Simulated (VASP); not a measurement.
# Si (a cell with a defect) in VASP: a series of runs

The runs below take Si (a cell with a defect) through single point, with PBEsol.

All numbers are computed with VASP 6.6.1; they aren't measurements. Logs are shortened: lines on timing, memory, paths and dates and some standing lists are left out, and cuts for length are marked.

### Step 1. The cell of the first run

The cell holds a defect, 17 atoms: a = 7.679 Å, b = 7.679 Å, c = 7.679 Å, α = 60.00°, β = 60.00°, γ = 60.00°.

### Step 2. Single point, PBEsol

INCAR

```
PREC = Accurate
ENCUT = 520
EDIFF = 1E-6
ISMEAR = 0
SIGMA = 0.02
LREAL = Auto
LASPH = True
NELM = 60
ALGO = Normal
ISIF = 2
LWAVE = False
LCHARG = False
GGA = PS
NBANDS = 48
```

KPOINTS

```
Automatic mesh
0
Gamma
  2 2 2
```

POSCAR

```
Si
1.0
    0.0000000000      5.4300000000      5.4300000000
    5.4300000000      0.0000000000      5.4300000000
    5.4300000000      5.4300000000      0.0000000000
Si
17
Direct
   -0.0154523941     -0.0151542357     -0.0157803867
    0.1086324125      0.1085128913      0.1097270718
    0.0076143646      0.0081047882      0.4769749540
    0.1290825046      0.1293152855      0.6125933702
    0.0107092081      0.4758659300      0.0084246777
    0.1302736648      0.6136246777      0.1295141805
    0.0088030387      0.5010074586      0.5013737569
    0.1411850829      0.6206213628      0.6211620626
    0.4760164825      0.0106958564      0.0075652855
    0.6131987109      0.1302482505      0.1292567219
    0.5008750460      0.0086700737      0.5012104052
    0.6205112339      0.1414366483      0.6206499079
    0.5018391344      0.5018157459      0.0084877532
    0.6218885820      0.6218346225      0.1400828729
    0.5107753223      0.5109732965      0.5098670350
    0.6353319521      0.6351686004      0.6350069061
    0.8529534991      0.8525930939      0.8541562615
```

Potentials or basis: VASP PAW PBE potentials, release 64 (Si).

Launch:

```console
cat potpaw_PBE.64/Si/POTCAR > POTCAR
mpirun -np 1 vasp_std > vasp.out
```

OUTCAR:

```text
PREC = Accurate
   ENCUT = 520
   EDIFF = 1E-6
   ISMEAR = 0
   LREAL = Auto
   LASPH = True
   NELM = 60
   ISIF = 2
   GGA = PS

 ion  position               nearest neighbor table
   1  0.985  0.985  0.984-   2 2.34   6 2.35  10 2.35   4 2.35  17 2.47
   2  0.109  0.109  0.110-   3 2.32   9 2.32   5 2.32   1 2.34
   3  0.008  0.008  0.477-   2 2.32   4 2.37  17 2.40  12 2.43   8 2.43
   4  0.129  0.129  0.613-   7 2.33  11 2.33   1 2.35   3 2.37  17 3.01
   5  0.011  0.476  0.008-   2 2.32   6 2.37  17 2.40   8 2.43  14 2.44
   6  0.130  0.614  0.130-  13 2.33   7 2.33   1 2.35   5 2.37  17 3.01
   7  0.009  0.501  0.501-   8 2.33   4 2.33   6 2.33  16 2.35
   8  0.141  0.621  0.621-  15 2.32   7 2.33   5 2.43   3 2.43  17 2.56
   9  0.476  0.011  0.008-   2 2.32  10 2.37  17 2.40  12 2.43  14 2.44
  10  0.613  0.130  0.129-  13 2.33  11 2.33   1 2.35   9 2.37  17 3.01
  11  0.501  0.009  0.501-  12 2.33   4 2.33  10 2.33  16 2.35
  12  0.621  0.141  0.621-  15 2.32  11 2.33   9 2.43   3 2.43  17 2.57
  13  0.502  0.502  0.008-  14 2.33   6 2.33  10 2.33  16 2.34
  14  0.622  0.622  0.140-  15 2.32  13 2.33   5 2.44   9 2.44  17 2.54
  15  0.511  0.511  0.510-  12 2.32   8 2.32  14 2.32  16 2.34
  16  0.635  0.635  0.635-  15 2.34  13 2.34   7 2.35  11 2.35
  17  0.853  0.853  0.854-   5 2.40   3 2.40   9 2.40   1 2.47  14 2.54   8 2.56  12 2.57   4 3.01
                            10 3.01   6 3.01

  LATTYP: Found a face centered cubic cell.
 ALAT       =    10.8600000000

  Lattice vectors:

 A1 = (   0.0000000000,   5.4300000000,   5.4300000000)
 A2 = (   5.4300000000,   0.0000000000,   5.4300000000)
 A3 = (   5.4300000000,   5.4300000000,   0.0000000000)

Analysis of symmetry for initial positions (statically):
=====================================================================
 Subroutine PRICEL returns:
 Original cell was already a primitive cell.

 Routine SETGRP: Setting up the symmetry group for a
 face centered cubic supercell.

 Subroutine GETGRP returns: Found  1 space group operations
 (whereof  1 operations were pure point group operations)
 out of a pool of 48 trial point group operations.

The static configuration has the point symmetry C_1 .

Analysis of symmetry for dynamics (positions and initial velocities):
=====================================================================
 Subroutine PRICEL returns:
 Original cell was already a primitive cell.

 Routine SETGRP: Setting up the symmetry group for a
 face centered cubic supercell.

 Subroutine GETGRP returns: Found  1 space group operations
 (whereof  1 operations were pure point group operations)
 out of a pool of 48 trial point group operations.

The dynamic configuration has the point symmetry C_1 .

 Subroutine INISYM returns: Found  1 space group operations
 (whereof  1 operations are pure point group operations),
 and found     1 'primitive' translations

----------------------------------------------------------------------------------------

                                     Primitive cell

  volume of cell :     320.2060

  direct lattice vectors                    reciprocal lattice vectors
     0.000000000  5.430000000  5.430000000    -0.092081031  0.092081031  0.092081031
     5.430000000  0.000000000  5.430000000     0.092081031 -0.092081031  0.092081031
     5.430000000  5.430000000  0.000000000     0.092081031  0.092081031 -0.092081031

  length of vectors
     7.679179644  7.679179644  7.679179644     0.159489025  0.159489025  0.159489025

  position of ions in fractional coordinates (direct lattice)
     0.984547606  0.984845764  0.984219613
     0.108632413  0.108512891  0.109727072
     0.007614365  0.008104788  0.476974954
     0.129082505  0.129315285  0.612593370
     0.010709208  0.475865930  0.008424678
     0.130273665  0.613624678  0.129514181
[... 9 lines left out ...]
     0.635331952  0.635168600  0.635006906
     0.852953499  0.852593094  0.854156262

  ion indices of the primitive-cell ions
   primitive index   ion index
                 1           1
                 2           2
                 3           3
                 4           4
                 5           5
                 6           6
[... 9 lines left out ...]
                16          16
                17          17

----------------------------------------------------------------------------------------

 KPOINTS: Automatic mesh

Automatic generation of k-mesh.
 Grid dimensions read from file:
 generate k-points for:    2    2    2

 Generating k-lattice:

  Cartesian coordinates                     Fractional coordinates (reciprocal lattice)
    -0.046040516  0.046040516  0.046040516     0.500000000  0.000000000  0.000000000
     0.046040516 -0.046040516  0.046040516     0.000000000  0.500000000  0.000000000
     0.046040516  0.046040516 -0.046040516     0.000000000  0.000000000  0.500000000

  Length of vectors
     0.079744512  0.079744512  0.079744512

  Shift w.r.t. Gamma in fractional coordinates (k-lattice)
     0.000000000  0.000000000  0.000000000

 Subroutine IBZKPT returns following result:
 ===========================================

 Found      8 irreducible k-points:

 Following reciprocal coordinates:
            Coordinates               Weight
  0.000000  0.000000  0.000000      1.000000
  0.500000  0.000000  0.000000      1.000000
  0.000000  0.500000  0.000000      1.000000
  0.000000  0.000000  0.500000      1.000000
  0.500000  0.500000  0.500000      1.000000
  0.500000  0.500000  0.000000      1.000000
  0.000000  0.500000  0.500000      1.000000
  0.500000  0.000000  0.500000      1.000000
   k-points           NKPTS =      8   k-points in BZ     NKDIM =      8   number of bands    NBANDS=     48
   number of dos      NEDOS =    301   number of ions     NIONS =     17
   total plane-waves  NPLWV = 216000
   dimension x,y,z NGX =    60 NGY =   60 NGZ =   60
   dimension x,y,z NGXF=   120 NGYF=  120 NGZF=  120
   ions per type =              17
   NGX,Y,Z   is equivalent  to a cutoff of  12.99, 12.99, 12.99 a.u.
   NGXF,Y,Z  is equivalent  to a cutoff of  25.98, 25.98, 25.98 a.u.
 SYSTEM =  unknown system
   PREC   = accura    normal or accurate (medium, high low for compatibility)
   ISTART =      0    job   : 0-new  1-cont  2-samecut
   ICHARG =      2    charge: 1-file 2-atom 10-const
   ISPIN  =      1    spin polarized calculation?
   LNONCOLLINEAR =      F non collinear calculations
   LSORBIT =      F    spin-orbit coupling
   LASPH  =      T    aspherical Exc in radial PAW
   ENCUT  =  520.0 eV  38.22 Ry    6.18 a.u.  14.28 14.28 14.28*2*pi/ulx,y,z
   NELM   =     60;   NELMIN=  2; NELMDL= -5     # of ELM steps
   EDIFF  = 0.1E-05   stopping-criterion for ELM
   LREAL  =      T    real-space projection
   EDIFFG = 0.1E-04   stopping-criterion for IOM
   NSW    =      0    number of steps for IOM
   IBRION =     -1    ionic relax: 0-MD 1-quasi-New 2-CG
   NFREE  =      0    steps in history (QN), initial steepest desc. (CG)
   ISIF   =      2    stress and relaxation
   ISYM   =      2    0-nonsym 1-usesym 2-fastsym
   POTIM  = 0.5000    time-step for ionic-motion
   TEBEG  =    0.0;   TEEND  =   0.0 temperature during run
   PSTRESS=    0.0 pullay stress
   NELECT =      68.0000    total number of electrons
   NUPDOWN=      -1.0000    fix difference up-down
   EMIN   =  10.00;   EMAX   =-10.00  energy-range for DOS
   EFERMI =   0.00;   METHOD = LEGACY
   ISMEAR =     0;   SIGMA  =   0.02  broadening in eV -4-tet -1-fermi 0-gaus
   EFERMI_NEDOS =   21; number of points for ismear=-14 and -15
   IALGO  =     38    algorithm
   IMIX   =      4    mixing-type and parameters
     AMIX     =   0.40;   BMIX     =  1.00
     AMIX_MAG =   1.60;   BMIX_MAG =  1.00
  volume/ion in A,a.u.               =      18.84       127.11
  Fermi-wavevector in a.u.,A,eV,Ry     =   0.976715  1.845724 12.979587  0.953973
  Thomas-Fermi vector in A             =   2.107356
   LORBIT       =      0    0 simple, 1 ext, 2 COOP (PROOUT), +10 PAW based schemes
   GGA     = PS    functional components
   LHFCALC =     F    Hartree Fock is set to
   AEXX    =    0.0000 exact exchange contribution
   IVDW    =     0    specifies the selected vdW correction
   LEPSILON=     F    determine dielectric tensor
   LRPA    =     F    only Hartree local field effects (RPA)
 non-spin polarized calculation
 Gauss-broadening in eV      SIGMA  =   0.02
  energy-cutoff  :      520.00
  volume of cell :      320.21
 maximum number of plane-waves:      8646
 NGX is ok and might be reduce to    60
   NGX = 29   NGY = 29   NGZ = 29

 number of electron      68.0000000 magnetization

 Free energy of the ion-electron system (eV)
  ---------------------------------------------------
  ext. energy  EPLUGINS =         0.00000000
  ---------------------------------------------------
  free energy    TOTEN  =       -93.75330351 eV

  energy without entropy =      -93.74949356  energy(sigma->0) =      -93.75139854

 E-fermi :   6.7610     XC(G=0):  -9.8159

 val. band max:        6.6524602178   @ k =   0.0000   0.0000   0.0000
 cond. band min:       6.7650370649   @ k =   0.5000   0.0000   0.5000
 fundamental gap:      0.1125768471
 Fermi energy:         6.7610327850

 k-point     1 :       0.0000    0.0000    0.0000
  band No.  band energies     occupation
      1      -6.3511      2.00000
      2      -3.8814      2.00000
      3      -3.6777      2.00000
      4      -3.6761      2.00000
      5      -3.5505      2.00000
      6      -2.7872      2.00000
[... 38 lines left out ...]
     45       8.1584      0.00000
     46       8.8122      0.00000

 k-point     2 :       0.5000    0.0000    0.0000
  band No.  band energies     occupation
      1      -5.9236      2.00000
      2      -5.0345      2.00000
      3      -3.6461      2.00000
      4      -3.4954      2.00000
      5      -3.3388      2.00000
      6      -3.0319      2.00000
[... 38 lines left out ...]
     45       9.6614      0.00000
     46       9.7922      0.00000

 k-point     3 :       0.0000    0.5000    0.0000
  band No.  band energies     occupation
      1      -5.9233      2.00000
      2      -5.0353      2.00000
      3      -3.6461      2.00000
      4      -3.4952      2.00000
      5      -3.3393      2.00000
      6      -3.0332      2.00000
[... 38 lines left out ...]
     45       9.6596      0.00000
     46       9.7940      0.00000

 k-point     4 :       0.0000    0.0000    0.5000
  band No.  band energies     occupation
      1      -5.9244      2.00000
      2      -5.0328      2.00000
      3      -3.6474      2.00000
      4      -3.4953      2.00000
      5      -3.3370      2.00000
      6      -3.0291      2.00000
[... 38 lines left out ...]
     45       9.6643      0.00000
     46       9.7882      0.00000

 k-point     5 :       0.5000    0.5000    0.5000
  band No.  band energies     occupation
      1      -5.9623      2.00000
      2      -4.9546      2.00000
      3      -3.5568      2.00000
      4      -3.4752      2.00000
      5      -3.4730      2.00000
      6      -3.0267      2.00000
[... 38 lines left out ...]
     45       9.7614      0.00000
     46       9.9005      0.00000

 k-point     6 :       0.5000    0.5000    0.0000
  band No.  band energies     occupation
      1      -5.7972      2.00000
      2      -4.7668      2.00000
      3      -4.0719      2.00000
      4      -3.9306      2.00000
      5      -3.8847      2.00000
      6      -3.6862      2.00000
[... 38 lines left out ...]
     45      10.0606      0.00000
     46      10.2742      0.00000

 k-point     7 :       0.0000    0.5000    0.5000
  band No.  band energies     occupation
      1      -5.7960      2.00000
      2      -4.7705      2.00000
      3      -4.0722      2.00000
      4      -3.9311      2.00000
      5      -3.8841      2.00000
      6      -3.6834      2.00000
[... 38 lines left out ...]
     45      10.0591      0.00000
     46      10.2799      0.00000

 k-point     8 :       0.5000    0.0000    0.5000
  band No.  band energies     occupation
      1      -5.7956      2.00000
      2      -4.7717      2.00000
      3      -4.0725      2.00000
      4      -3.9308      2.00000
      5      -3.8841      2.00000
      6      -3.6826      2.00000
[... 38 lines left out ...]
     45      10.0617      0.00000
     46      10.2813      0.00000
 [bands above 46 left out]

------------------------ aborting loop because EDIFF is reached ----------------------------------------

  FORCE on cell =-STRESS in cart. coord.  units (eV):
  Direction    XX          YY          ZZ          XY          YZ          ZX
  --------------------------------------------------------------------------------------
  -------------------------------------------------------------------------------------
  Total        5.9516811      5.8713647      6.1938564     -0.7004423     -0.7371035     -0.7427112
  in kB       29.7797297     29.3778598     30.9914740     -3.5047212     -3.6881583     -3.7162172
  external PRESSURE =      30.0496878 kB  Pullay stress =       0.0000000 kB

 VOLUME and BASIS-vectors are now :
 -----------------------------------------------------------------------------
  energy-cutoff  :      520.00
  volume of cell :      320.21
      direct lattice vectors                 reciprocal lattice vectors
     0.000000000  5.430000000  5.430000000    -0.092081031  0.092081031  0.092081031
     5.430000000  0.000000000  5.430000000     0.092081031 -0.092081031  0.092081031
     5.430000000  5.430000000  0.000000000     0.092081031  0.092081031 -0.092081031

 POSITION                                       TOTAL-FORCE (eV/Angst)
 -----------------------------------------------------------------------------------
     10.69203     10.69041     10.69381         0.099294      0.100794      0.087718
      1.18504      1.18569      1.17910         0.052207      0.050806      0.065815
      2.63398      2.63132      0.08535         0.003182      0.007066     -0.091204
      4.02856      4.02730      1.40310         0.008298      0.009890     -0.042867
      2.62970      0.10390      2.64210         0.023197     -0.106045      0.004354
      4.03524      1.41065      4.03937         0.000666     -0.035711      0.006499
[... 9 lines left out ...]
      6.89705      6.89794      6.89882        -0.047588     -0.053194     -0.050017
      9.26765      9.26961      9.26112         0.210501      0.206431      0.203945
 -----------------------------------------------------------------------------------
    total drift:                               -0.005413     -0.005202     -0.001028

  FREE ENERGIE OF THE ION-ELECTRON SYSTEM (eV)
  ---------------------------------------------------
  free  energy   TOTEN  =       -93.7533035127 eV

  energy  without entropy=      -93.7494935621  energy(sigma->0) =      -93.75139854
```

Run time: 83 s. Hardware: 1 thread of Intel Xeon 6975P-C (Granite Rapids), shared host; peak memory 0.46 GiB.

What came out:

| Item | Value |
| --- | --- |
| Free energy | -93.7533 eV |
| Pressure | 3.0 GPa |
| Largest force | 0.358 eV/Å |
| Band gap on the k mesh | zero (bands 34 and 35 overlap by 0.13 eV) |

Forces on the atoms (eV/Å):
```
Si   0.099  0.101  0.088
Si   0.052  0.051  0.066
Si   0.003  0.007 -0.091
Si   0.008  0.010 -0.043
Si   0.023 -0.106  0.004
Si   0.001 -0.036  0.006
Si  -0.031 -0.026 -0.019
Si  -0.022 -0.032 -0.022
Si  -0.104  0.026  0.002
Si  -0.036  0.002  0.009
Si  -0.025 -0.032 -0.015
Si  -0.031 -0.019 -0.025
Si  -0.028 -0.025 -0.030
Si  -0.025 -0.029 -0.031
Si  -0.048 -0.044 -0.054
Si  -0.048 -0.053 -0.050
Si   0.211  0.206  0.204
```

Stress tensor (GPa, compression positive):
```
 2.98 -0.35 -0.37
-0.35  2.94 -0.37
-0.37 -0.37  3.10
```

Levels at points of the mesh, in eV from the Fermi level:
```tsv
k point	band 32	band 33	band 34	band 35	band 36	band 37
(0.00, 0.00, 0.00)	-0.72	-0.71	-0.45	-0.12	-0.11	0.09
(0.50, 0.00, 0.00)	-1.36	-1.08	-0.17	0.20	0.77	0.79
(0.00, 0.50, 0.00)	-1.36	-1.09	-0.17	0.20	0.77	0.79
(0.00, 0.00, 0.50)	-1.36	-1.07	-0.17	0.19	0.77	0.80
(0.50, 0.50, 0.50)	-1.30	-1.30	-0.34	0.36	0.40	1.07
(0.50, 0.50, 0.00)	-1.75	-0.87	0.01	0.51	1.13	1.27
(0.00, 0.50, 0.50)	-1.75	-0.86	0.01	0.51	1.14	1.27
(0.50, 0.00, 0.50)	-1.75	-0.86	0.00	0.51	1.14	1.27
```

Caveat: the k points lie up to 0.50 Å⁻¹ apart; the PAW data sets were made with another functional, which shifts forces and pressure a little.

### Step 3. Single point, PBEsol

INCAR

```
SYSTEM = Si
PREC = Accurate
ENCUT = 520
EDIFF = 1E-6
ISMEAR = 0
SIGMA = 0.02
LREAL = Auto
LASPH = .TRUE.
NELM = 60
ALGO = Normal
ISIF = 2
LWAVE = .FALSE.
LCHARG = .TRUE.
GGA = PS
LELF = .TRUE.
LVHAR = .TRUE.
NBANDS = 48
```

KPOINTS

```
regular mesh
0
G
  2 2 2
  0 0 0
```

POSCAR

```
Si
1.0
    0.0000000000      5.4300000000      5.4300000000
    5.4300000000      0.0000000000      5.4300000000
    5.4300000000      5.4300000000      0.0000000000
Si
17
Direct
   -0.0258692449     -0.0253419890     -0.0267764273
    0.1015112339      0.1011191529      0.1030401473
    0.0139635359      0.0156594843      0.4656519337
    0.1315185083      0.1314693370      0.6065229282
    0.0214135359      0.4620890424      0.0158527624
    0.1320190608      0.6086687845      0.1318126151
    0.0097918969      0.5028163904      0.5027011050
    0.1418929098      0.6213577348      0.6239144567
    0.4629467772      0.0211390424      0.0140720074
    0.6079203499      0.1318663904      0.1317840700
    0.5028294659      0.0092388582      0.5027872928
    0.6210989871      0.1426639963      0.6229236648
    0.5028395948      0.5028130755      0.0107942910
    0.6247965009      0.6238709024      0.1395694291
    0.5145279006      0.5151046961      0.5126424494
    0.6386453039      0.6380375691      0.6397808471
    0.8314666667      0.8310123389      0.8328685083
```

Potentials or basis: VASP PAW PBE potentials, release 64 (Si).

Launch:

```console
cat potpaw_PBE.64/Si/POTCAR > POTCAR
mpirun -np 1 vasp_std > vasp.out
```

Run time: 88 s. Hardware: 1 thread of Intel Xeon 6975P-C (Granite Rapids), shared host; peak memory 0.47 GiB.

It converged, with:

- Free energy: -93.6515 eV
- Pressure: 2.5 GPa
- Largest force: 0.063 eV/Å
- Band gap on the k mesh: zero (bands 34 and 35 overlap by 0.06 eV)

Forces in eV/Å, atoms in the order of the input:
```
Si  -0.012 -0.012 -0.010
Si  -0.010 -0.008 -0.008
Si  -0.008 -0.006  0.009
Si   0.001  0.001  0.008
Si  -0.007  0.010 -0.004
Si   0.002  0.008  0.000
Si   0.003 -0.001 -0.005
Si   0.010 -0.011 -0.004
Si   0.015 -0.008 -0.006
Si   0.009  0.004  0.002
Si  -0.001  0.003 -0.004
Si  -0.011  0.013 -0.006
Si  -0.003 -0.002  0.003
Si  -0.009 -0.010  0.017
Si  -0.006 -0.007 -0.007
Si  -0.012 -0.015 -0.012
Si   0.040  0.041  0.026
```

Stress tensor (GPa, compression positive):
```
 2.49 -0.42 -0.39
-0.42  2.52 -0.40
-0.39 -0.40  2.41
```

Levels at points of the mesh, in eV from the Fermi level:
| k point | band 30 | band 31 | band 32 | band 33 | band 34 | band 35 | band 36 | band 37 | band 38 | band 39 |
| --- | --- | --- | --- | --- | --- | --- | --- | --- | --- | --- |
| (0.00, 0.00, 0.00) | -1.35 | -1.09 | -0.62 | -0.60 | -0.38 | -0.06 | 0.02 | 0.30 | 0.30 | 0.85 |
| (0.50, 0.00, 0.00) | -1.35 | -1.29 | -1.24 | -0.76 | -0.15 | 0.27 | 0.70 | 0.95 | 1.10 | 1.37 |
| (0.00, 0.50, 0.00) | -1.35 | -1.29 | -1.24 | -0.77 | -0.14 | 0.26 | 0.70 | 0.94 | 1.10 | 1.37 |
| (0.00, 0.00, 0.50) | -1.35 | -1.26 | -1.25 | -0.75 | -0.19 | 0.28 | 0.70 | 0.97 | 1.10 | 1.36 |
| (0.50, 0.50, 0.50) | -1.28 | -1.25 | -1.18 | -1.17 | -0.18 | 0.36 | 0.45 | 1.24 | 1.25 | 1.26 |
| (0.50, 0.50, 0.00) | -1.81 | -1.76 | -1.61 | -0.65 | -0.01 | 0.46 | 1.38 | 1.53 | 1.63 | 1.97 |
| (0.00, 0.50, 0.50) | -1.81 | -1.78 | -1.59 | -0.62 | 0.00 | 0.46 | 1.38 | 1.53 | 1.64 | 1.95 |
| (0.50, 0.00, 0.50) | -1.81 | -1.78 | -1.58 | -0.61 | 0.00 | 0.46 | 1.38 | 1.54 | 1.64 | 1.94 |

Caveat: the k points lie up to 0.50 Å⁻¹ apart; the PAW data sets were made with another functional, which shifts forces and pressure a little.

(Continued in part 2 of 2.)

The gap in the log of VASP goes by the Fermi energy; the results here count the filled bands.